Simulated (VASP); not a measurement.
Wanted: the native input for a VASP 6.6.1 run.

- Task: single point
- Functional: PBEsol
- Dispersion: D4
- Potentials or basis: VASP PAW PBE potentials, release 64 (Mg_sv, Zn, O)
- Cutoff: 750 eV
- k mesh: 7 × 7 × 3
- Occupations: gaussian, width 0.01 eV
- Spin: no spin polarisation
- Hubbard terms: Zn d U = 8.0 eV
- Dipole correction: no
- Mended: yes
- Further INCAR settings: ALGO = Normal; EDIFF = 1e-06; NBANDS = 34

The structure of Mg2ZnO3 lies in POSCAR:

```
Mg2ZnO3
1.0
    3.0329985900      0.0000000000      0.0000000000
   -1.5164993000      2.6266538300      0.0000000000
    0.0000000000      0.0000000000      7.4033160000
Mg Zn O
2 1 3
Direct
    0.3333333291      0.6666666692      0.6657999996
    0.6666666709      0.3333333308      0.3342000004
    0.0000000000      0.0000000000      0.0000000000
    0.3333333291      0.6666666692      0.1726189994
    0.6666666709      0.3333333308      0.8273810006
    0.0000000000      0.0000000000      0.5000000000
```

One way to write it, as run:

INCAR

```
PREC = Accurate
ENCUT = 750
EDIFF = 1E-6
ISMEAR = 0
SIGMA = 0.01
LREAL = F
LASPH = T
NELM = 200
ALGO = Normal
ISIF = 2
LWAVE = F
LCHARG = F
LDAU = T
LDAUTYPE = 2
LDAUL = -1 2 -1
LDAUU = 0 8 0
LDAUJ = 0 0 0
LDAUPRINT = 1
GGA = PS
IVDW = 13
NBANDS = 34
GGA_COMPAT = F
```

KPOINTS

```
regular mesh
0
Gamma
  7 7 3
```

Potentials or basis: VASP PAW PBE potentials, release 64 (Mg_sv, Zn, O).

Run with:

```sh
$ cat potpaw_PBE.64/Mg_sv/POTCAR potpaw_PBE.64/Zn/POTCAR potpaw_PBE.64/O/POTCAR > POTCAR
$ mpirun -np 1 vasp_std > vasp.out
```

Results of the run:

```json
{
  "Pressure": "-13.2 GPa",
  "Largest force": "0.832 eV/Å",
  "Band gap on the k mesh": "3.21 eV (least direct gap 3.33 eV)",
  "Dispersion energy per atom": "-0.110 eV"
}
```

Caveat: the cell stands under tension; the PAW data sets were made with another functional, which shifts forces and pressure a little; an odd mesh through Γ misses points on the zone boundary, where band edges can lie.

Wall time 37 s on 1 thread of Intel(R) Xeon(R) 6975P-C (Granite Rapids), with other jobs on the host, peak memory 0.25 GiB.
